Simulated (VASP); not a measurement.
# Si (P1) in VASP: single point with PBE

Aim: the single point of Si with PBE.

All numbers are computed with VASP 6.6.1; they aren't measurements. Logs are shortened: lines on timing, memory, paths and dates and some standing lists are left out, and cuts for length are marked.

**1. The cell of the first run**

The typed cell holds 8 atoms: a = 5.439 Å, b = 5.590 Å, c = 5.423 Å, α = 94.60°, β = 88.62°, γ = 86.03°.

**2. Single point, PBE (atoms moved at random and the cell strained at random)**

Contents of INCAR:

```
SYSTEM = Si
PREC     = Accurate       ! precision mode
ENCUT    = 520            ! plane-wave cutoff, eV
EDIFF    = 1E-6           ! SCF threshold, eV
ISMEAR   = 0              ! smearing method
SIGMA    = 0.05           ! smearing width, eV
LREAL    = .False.        ! projectors in reciprocal space
LASPH    = .True.         ! aspherical terms in the spheres
NELM     = 80             ! most SCF steps
ALGO     = Normal         ! electronic algorithm
ISIF     = 2              ! what is computed and relaxed
LWAVE    = .False.        ! write WAVECAR
LCHARG   = .False.        ! write CHGCAR
GGA      = PE             ! functional
NBANDS   = 26             ! bands
```

Contents of KPOINTS:

```
Automatic mesh
0
Gamma
  6 6 6
  0 0 0
```

Contents of POSCAR:

```
Si
1.0
    5.4352551901     -0.1924032468     -0.0693872061
    0.1924032468     -5.5827670930      0.2221210207
    0.0693872061      0.2221210207     -5.4181745200
Si
8
Direct
    0.5103783003      0.0076756907     -0.0042790355
   -0.0086864273      0.5033310344     -0.0041437844
    0.0059224490     -0.0031379347      0.5236825722
    0.4988882944      0.4931879803      0.5015228692
    0.7487206616      0.7400750595      0.7353244267
    0.2432018175      0.2425309761      0.7465382123
    0.2467909812      0.7644420300      0.2439327118
    0.7547839233      0.2518951637      0.2574220277
```

Potentials or basis: VASP PAW PBE potentials, release 64 (Si).

Launch:

```console
> cat potpaw_PBE.64/Si/POTCAR > POTCAR
> mpirun -np 1 vasp_std > vasp.out
```

OUTCAR:

```text
SYSTEM = Si
   PREC = Accurate
   ENCUT = 520
   EDIFF = 1E-6
   ISMEAR = 0
   LREAL = .False.
   LASPH = .True.
   NELM = 80
   ISIF = 2
   GGA = PE

 ion  position               nearest neighbor table
   1  0.510  0.008  0.996-   5 2.28   8 2.38   6 2.40   7 2.49
   2  0.991  0.503  0.996-   6 2.27   5 2.37   7 2.43   8 2.47
   3  0.006  0.997  0.524-   7 2.25   6 2.25   5 2.41   8 2.48
   4  0.499  0.493  0.502-   8 2.21   5 2.33   6 2.48   7 2.51
   5  0.749  0.740  0.735-   1 2.28   4 2.33   2 2.37   3 2.41
   6  0.243  0.243  0.747-   3 2.25   2 2.27   1 2.40   4 2.48
   7  0.247  0.764  0.244-   3 2.25   2 2.43   1 2.49   4 2.51
   8  0.755  0.252  0.257-   4 2.21   1 2.38   2 2.47   3 2.48

  LATTYP: Found a triclinic cell.
 ALAT       =     5.4231695033
 B/A-ratio  =     1.4332445750
 C/A-ratio  =     1.8244471883
 COS(alpha) =     0.0019846934
 COS(beta)  =     0.5801628412
 COS(gamma) =     0.7145694580

  Lattice vectors:

 A1 = (  -0.0693872061,  -0.2221210207,   5.4181745200)
 A2 = (  -5.5046423962,  -0.0297177739,   5.4875617261)
 A3 = (   5.5582712308,  -5.9972913605,   5.5709083346)

Analysis of symmetry for initial positions (statically):
=====================================================================
 Subroutine PRICEL returns:
 Original cell was already a primitive cell.

 Routine SETGRP: Setting up the symmetry group for a
 triclinic supercell.

 Subroutine GETGRP returns: Found  1 space group operations
 (whereof  1 operations were pure point group operations)
 out of a pool of  2 trial point group operations.

The static configuration has the point symmetry C_1 .

Analysis of symmetry for dynamics (positions and initial velocities):
=====================================================================
 Subroutine PRICEL returns:
 Original cell was already a primitive cell.

 Routine SETGRP: Setting up the symmetry group for a
 triclinic supercell.

 Subroutine GETGRP returns: Found  1 space group operations
 (whereof  1 operations were pure point group operations)
 out of a pool of  2 trial point group operations.

The dynamic configuration has the point symmetry C_1 .

 Subroutine INISYM returns: Found  1 space group operations
 (whereof  1 operations are pure point group operations),
 and found     1 'primitive' translations

----------------------------------------------------------------------------------------

                                     Primitive cell

  volume of cell :     163.9063

  direct lattice vectors                    reciprocal lattice vectors
     5.435255190 -0.192403247 -0.069387206     0.184245975  0.006454218  0.002624118
     0.192403247 -5.582767093  0.222121021    -0.006454218 -0.179641379 -0.007447152
     0.069387206  0.222121021 -5.418174520    -0.002624118 -0.007447152 -0.184902912

  length of vectors
     5.439102185  5.590495968  5.423169503     0.184377662  0.179911484  0.185071427

  position of ions in fractional coordinates (direct lattice)
     0.510378300  0.007675691  0.995720965
     0.991313573  0.503331034  0.995856216
     0.005922449  0.996862065  0.523682572
     0.498888294  0.493187980  0.501522869
     0.748720662  0.740075060  0.735324427
     0.243201818  0.242530976  0.746538212
     0.246790981  0.764442030  0.243932712
     0.754783923  0.251895164  0.257422028

  ion indices of the primitive-cell ions
   primitive index   ion index
                 1           1
                 2           2
                 3           3
                 4           4
                 5           5
                 6           6
                 7           7
                 8           8

----------------------------------------------------------------------------------------

 KPOINTS: Automatic mesh

Automatic generation of k-mesh.
 Grid dimensions read from file:
 generate k-points for:    6    6    6

 Generating k-lattice:

  Cartesian coordinates                     Fractional coordinates (reciprocal lattice)
     0.030707663  0.001075703  0.000437353     0.166666667 -0.000000000  0.000000000
    -0.001075703 -0.029940230 -0.001241192    -0.000000000  0.166666667  0.000000000
    -0.000437353 -0.001241192 -0.030817152    -0.000000000 -0.000000000  0.166666667

  Length of vectors
     0.030729610  0.029985247  0.030845238

  Shift w.r.t. Gamma in fractional coordinates (k-lattice)
     0.000000000  0.000000000  0.000000000

 Subroutine IBZKPT returns following result:
 ===========================================

 Found    112 irreducible k-points:

 Following reciprocal coordinates:
            Coordinates               Weight
  0.000000  0.000000  0.000000      1.000000
  0.166667  0.000000  0.000000      2.000000
  0.333333  0.000000  0.000000      2.000000
  0.500000 -0.000000  0.000000      1.000000
 -0.000000  0.166667  0.000000      2.000000
  0.166667  0.166667  0.000000      2.000000
[... 16 lines left out ...]
  0.333333  0.000000  0.166667      2.000000
  0.500000  0.000000  0.166667      2.000000
 [... further k-points ...]
   k-points           NKPTS =    112   k-points in BZ     NKDIM =    112   number of bands    NBANDS=     26
   number of dos      NEDOS =    301   number of ions     NIONS =      8
   total plane-waves  NPLWV =  67200
   dimension x,y,z NGX =    40 NGY =   42 NGZ =   40
   dimension x,y,z NGXF=    80 NGYF=   84 NGZF=   80
   ions per type =               8
   NGX,Y,Z   is equivalent  to a cutoff of  12.23, 12.49, 12.26 a.u.
   NGXF,Y,Z  is equivalent  to a cutoff of  24.45, 24.98, 24.52 a.u.
 SYSTEM =  Si
   PREC   = accura    normal or accurate (medium, high low for compatibility)
   ISTART =      0    job   : 0-new  1-cont  2-samecut
   ICHARG =      2    charge: 1-file 2-atom 10-const
   ISPIN  =      1    spin polarized calculation?
   LNONCOLLINEAR =      F non collinear calculations
   LSORBIT =      F    spin-orbit coupling
   LASPH  =      T    aspherical Exc in radial PAW
   ENCUT  =  520.0 eV  38.22 Ry    6.18 a.u.  10.11 10.39 10.08*2*pi/ulx,y,z
   NELM   =     80;   NELMIN=  2; NELMDL= -5     # of ELM steps
   EDIFF  = 0.1E-05   stopping-criterion for ELM
   LREAL  =      F    real-space projection
   EDIFFG = 0.1E-04   stopping-criterion for IOM
   NSW    =      0    number of steps for IOM
   IBRION =     -1    ionic relax: 0-MD 1-quasi-New 2-CG
   NFREE  =      0    steps in history (QN), initial steepest desc. (CG)
   ISIF   =      2    stress and relaxation
   ISYM   =      2    0-nonsym 1-usesym 2-fastsym
   POTIM  = 0.5000    time-step for ionic-motion
   TEBEG  =    0.0;   TEEND  =   0.0 temperature during run
   PSTRESS=    0.0 pullay stress
   NELECT =      32.0000    total number of electrons
   NUPDOWN=      -1.0000    fix difference up-down
   EMIN   =  10.00;   EMAX   =-10.00  energy-range for DOS
   EFERMI =   0.00;   METHOD = LEGACY
   ISMEAR =     0;   SIGMA  =   0.05  broadening in eV -4-tet -1-fermi 0-gaus
   EFERMI_NEDOS =   21; number of points for ismear=-14 and -15
   IALGO  =     38    algorithm
   IMIX   =      4    mixing-type and parameters
     AMIX     =   0.40;   BMIX     =  1.00
     AMIX_MAG =   1.60;   BMIX_MAG =  1.00
  volume/ion in A,a.u.               =      20.49       138.26
  Fermi-wavevector in a.u.,A,eV,Ry     =   0.949714  1.794700 12.271873  0.901957
  Thomas-Fermi vector in A             =   2.078023
   LORBIT       =      0    0 simple, 1 ext, 2 COOP (PROOUT), +10 PAW based schemes
   GGA     = PE    functional components
   LHFCALC =     F    Hartree Fock is set to
   AEXX    =    0.0000 exact exchange contribution
   IVDW    =     0    specifies the selected vdW correction
   LEPSILON=     F    determine dielectric tensor
   LRPA    =     F    only Hartree local field effects (RPA)
 non-spin polarized calculation
 Gauss-broadening in eV      SIGMA  =   0.05
  energy-cutoff  :      520.00
  volume of cell :      163.91
 maximum number of plane-waves:      4448
   NGX = 21   NGY = 21   NGZ = 21

 number of electron      31.9999999 magnetization

 Free energy of the ion-electron system (eV)
  ---------------------------------------------------
  ext. energy  EPLUGINS =         0.00000000
  ---------------------------------------------------
  free energy    TOTEN  =       -42.53456222 eV

  energy without entropy =      -42.53429564  energy(sigma->0) =      -42.53442893

 E-fermi :   5.7810     XC(G=0):  -9.3254

 val. band max:        5.7561620282   @ k =   0.0000   0.0000   0.0000
 cond. band min:       5.8118542323   @ k =   0.0000   0.0000   0.0000
 fundamental gap:      0.0556922041
 Fermi energy:         5.7810399682

 k-point     1 :       0.0000    0.0000    0.0000
  band No.  band energies     occupation
      1      -6.2488      2.00000
      2      -2.6538      2.00000
      3      -2.3501      2.00000
      4      -2.2722      2.00000
      5      -2.0928      2.00000
      6      -1.9026      2.00000
[... 18 lines left out ...]
     25       8.2388      0.00000
     26       9.9141      0.00000

 k-point     2 :       0.1667    0.0000    0.0000
  band No.  band energies     occupation
      1      -6.1291      2.00000
      2      -3.4071      2.00000
      3      -2.3753      2.00000
      4      -2.2573      2.00000
      5      -2.0363      2.00000
      6      -1.8654      2.00000
[... 18 lines left out ...]
     25       8.7944      0.00000
     26      10.1581      0.00000

 k-point     3 :       0.3333    0.0000    0.0000
  band No.  band energies     occupation
      1      -5.7731      2.00000
      2      -4.3765      2.00000
      3      -2.3319      2.00000
      4      -2.2391      2.00000
      5      -1.8757      2.00000
      6      -1.7753      2.00000
[... 572 lines left out ...]
 k-point    23 :       0.3333    0.0000    0.1667
  band No.  band energies     occupation
      1      -5.6746      2.00000
      2      -4.2528      2.00000
      3      -2.9840      2.00000
      4      -2.6587      2.00000
      5      -1.5832      2.00000
      6      -1.0246      2.00000
[... 18 lines left out ...]
     25      10.1806      0.00000
     26      10.5230      0.00000

 k-point    24 :       0.5000    0.0000    0.1667
  band No.  band energies     occupation
      1      -5.1515      2.00000
      2      -4.9967      2.00000
      3      -2.8936      2.00000
      4      -2.7189      2.00000
      5      -1.3039      2.00000
      6      -1.2347      2.00000
[... 18 lines left out ...]
     25      10.4022      0.00000
     26      10.4423      0.00000

 [... further k-points ...]

------------------------ aborting loop because EDIFF is reached ----------------------------------------

  FORCE on cell =-STRESS in cart. coord.  units (eV):
  Direction    XX          YY          ZZ          XY          YZ          ZX
  --------------------------------------------------------------------------------------
  -------------------------------------------------------------------------------------
  Total        1.7880337     -0.7553945      1.7689459      5.5611087      8.9420517      3.0455837
  in kB       17.4779601     -7.3839521     17.2913771     54.3596213     87.4082088     29.7704629
  external PRESSURE =       9.1284617 kB  Pullay stress =       0.0000000 kB

 VOLUME and BASIS-vectors are now :
 -----------------------------------------------------------------------------
  energy-cutoff  :      520.00
  volume of cell :      163.91
      direct lattice vectors                 reciprocal lattice vectors
     5.435255190 -0.192403247 -0.069387206     0.184245975  0.006454218  0.002624118
     0.192403247 -5.582767093  0.222121021    -0.006454218 -0.179641379 -0.007447152
     0.069387206  0.222121021 -5.418174520    -0.002624118 -0.007447152 -0.184902912

 POSITION                                       TOTAL-FORCE (eV/Angst)
 -----------------------------------------------------------------------------------
      2.84460      0.08012     -5.42870        -0.818260     -0.013487     -0.610819
      5.55398     -2.77951     -5.35271        -0.180836     -0.381857     -0.941828
      0.26033     -5.45007     -2.61639        -1.440943     -0.017477      0.920387
      2.84128     -2.73794     -2.64241        -1.675247     -0.848333     -0.078728
      4.26290     -4.11239     -3.87168         0.452162     -0.009679     -0.301087
      1.42033     -1.23496     -4.00788         1.532172     -0.584716     -0.401048
      1.50538     -4.26100     -1.16900         0.994576      1.027976      0.574607
      4.16877     -1.49432     -1.39118         1.136377      0.827573      0.838514
 -----------------------------------------------------------------------------------
    total drift:                               -0.000002      0.000015     -0.000104

  FREE ENERGIE OF THE ION-ELECTRON SYSTEM (eV)
  ---------------------------------------------------
  free  energy   TOTEN  =       -42.5345622233 eV

  energy  without entropy=      -42.5342956415  energy(sigma->0) =      -42.53442893
```

It took 9.1 min on 1 thread of Intel Xeon 8259CL, shared host; peak memory 0.45 GiB.

What came out:

| Item | Value |
| --- | --- |
| Free energy | -42.5346 eV |
| Pressure | 0.9 GPa |
| Largest force | 1.879 eV/Å |
| Band gap on the k mesh | 0.06 eV |

Forces on the atoms (eV/Å):
```
Si  -0.818 -0.013 -0.611
Si  -0.181 -0.382 -0.942
Si  -1.441 -0.017  0.920
Si  -1.675 -0.848 -0.079
Si   0.452 -0.010 -0.301
Si   1.532 -0.585 -0.401
Si   0.995  1.028  0.575
Si   1.136  0.828  0.839
```

Stress tensor (GPa, compression positive):
```
 1.75  5.44  2.98
 5.44 -0.74  8.74
 2.98  8.74  1.73
```

Caveat: the cell differs from its parent crystal (atoms moved at random and the cell strained at random); forces of over 1 eV/Å act on the atoms, so gaps and moduli don't describe the material at rest. A k mesh can miss the band edges.
